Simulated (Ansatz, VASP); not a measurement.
# Zr3SiO8: VASP beside Ansatz

```
CELL_PARAMETERS angstrom
5.05885 0.00000 0.00000
0.00000 5.05885 0.00000
0.00000 0.00000 5.05910
ATOMIC_POSITIONS crystal
Zr 0.50000 0.00000 0.00000
Zr 0.00000 0.50000 0.00000
Zr 0.00000 0.00000 0.50000
Si 0.50000 0.50000 0.50000
O 0.80487 0.19513 0.19511
O 0.19513 0.80487 0.19511
O 0.69248 0.30752 0.69245
O 0.30752 0.69248 0.69245
O 0.69248 0.69248 0.30755
O 0.30752 0.30752 0.30755
O 0.80487 0.80487 0.80489
O 0.19513 0.19513 0.80489
```

Alike in both runs: functional PBE; k mesh 4 × 4 × 4; occupations gaussian, width 0.1 eV; no spin polarisation.

Ansatz relaxed the structure, and its values are those at the end. VASP's run is a single point on that final structure, the one shown.

```csv
,VASP,Ansatz
version,VASP 6.6.1,Ansatz 0.2.0
potentials or method,"VASP PAW PBE potentials, release 64 (Zr_sv, Si, O), cutoff 520 eV","scalar-relativistic, plane waves, PAW"
valence electrons in the cell,88,88
```

Ansatz gave:

- gap on the k mesh at the Fermi level (eV): 3.85
- least direct gap on the mesh (eV): 3.89
- pressure (GPa): 0.0
- rms of the force components (eV/Å): 0.001

Question: What did VASP give for the same quantities?

Answer: gap on the k mesh at the Fermi level (eV): 3.84; least direct gap on the mesh (eV): 3.88; pressure (GPa): 0.3; rms of the force components (eV/Å): 0.012.

With one functional, cell and mesh, what is left measures potentials, basis and numerics.
